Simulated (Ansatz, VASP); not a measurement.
**AlN in VASP and in Ansatz**

File POSCAR:

```
AlN
1.0
    0.0000000000      2.1839935596      2.1839935596
    2.1839935596      0.0000000000      2.1839935596
    2.1839935596      2.1839935596      0.0000000000
Al N
1 1
Direct
    0.0000000000      0.0000000000      0.0000000000
    0.2500000000      0.2500000000      0.2500000000
```

The input INCAR.step1:

```
PREC = Accurate
ENCUT = 600
ISMEAR = -1
SIGMA = 0.05
LREAL = F
LASPH = T
NELM = 60
GGA = PE
ALGO = Normal
EDIFF = 1E-4
LWAVE = T
LCHARG = F
```

The input INCAR.step2:

```
PREC = Accurate
ENCUT = 600
EDIFF = 1E-6
ISMEAR = -1
SIGMA = 0.05
LREAL = F
LASPH = T
NELM = 60
ALGO = Normal
ISIF = 3
LWAVE = F
LCHARG = F
METAGGA = R2SCAN
LMIXTAU = T
IBRION = 2
NSW = 100
EDIFFG = -0.002
ISTART = 1
```

Contents of KPOINTS:

```
Automatic mesh
0
Gamma
  16 16 16
```

Input for Ansatz:

```yaml
crystal:
  lattice:
    - [0.0, 2.1839935596, 2.1839935596]
    - [2.1839935596, 0.0, 2.1839935596]
    - [2.1839935596, 2.1839935596, 0.0]
  atoms:
    - { symbol: Al, position: [0.0, 0.0, 0.0] }
    - { symbol: "N", position: [0.25, 0.25, 0.25] }
kpoints:
  mp_grid: { grid: [16, 16, 16] }
scf:
  occupations: { method: fermi_dirac, width: 0.05 }
hamiltonian:
  xc: r2scan
  pseudopotentials: { kind: paw }
relax:
  f_tol: 0.002
  max_steps: 80
  cell: {}
output:
  forces: true
  stress: true
```

Alike in both runs: task relaxation of cell and atoms; functional r2SCAN; k mesh 16 × 16 × 16; occupations fermi-dirac, width 0.05 eV; no spin polarisation.

|  | VASP | Ansatz |
| --- | --- | --- |
| version | VASP 6.6.1 | Ansatz 0.2.0 |
| potentials or method | VASP PAW PBE potentials, release 64 (Al, N) | PAW with Ansatz's default frozen-core files, scalar-relativistic |
| plane-wave cutoff (eV) | 600 | 500 |
| valence electrons in the cell | 8 | 8 |

Ansatz gave:

| Item | Value |
| --- | --- |
| relaxed volume (Å³/atom) | 10.43 |
| relaxed length of the cell vector where the two differ most in proportion (Å) | 3.090 |

Problem. What did VASP give for the same quantities?

Solution. Relaxed volume (Å³/atom): 10.41; relaxed length of the cell vector where the two differ most in proportion (Å): 3.088.

VASP's potentials were made for PBE, not for r2SCAN.
